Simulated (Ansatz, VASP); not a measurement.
## One calculation of V, two programs

```
CELL_PARAMETERS angstrom
-1.50174 1.50174 1.50174
1.50174 -1.50174 1.50174
1.50174 1.50174 -1.50174
ATOMIC_POSITIONS crystal
V 0.00000 0.00000 0.00000
```

Alike in both runs: functional PBE; k mesh 10 × 10 × 10; occupations gaussian, width 0.1 eV; no spin polarisation.

Ansatz relaxed the structure, and its values are those at the end. VASP's run is a single point on that final structure, the one shown.

```csv
,VASP,Ansatz
version,VASP 6.6.1,Ansatz 0.2.0
potentials or method,"VASP PAW PBE potentials, release 64 (V_sv), cutoff 500 eV","scalar-relativistic, plane waves, PAW"
valence electrons in the cell,13,13
```

Ansatz gave:

- gap on the k mesh at the Fermi level (eV): none
- pressure (GPa): -0.2

Problem. Which values does VASP return?

Solution. gap on the k mesh at the Fermi level (eV): none; pressure (GPa): -0.1.

A gap of «none» marks a metal or a gap that the smearing closes. The functional is the same, so the differences come from potentials, cutoffs and numerics.
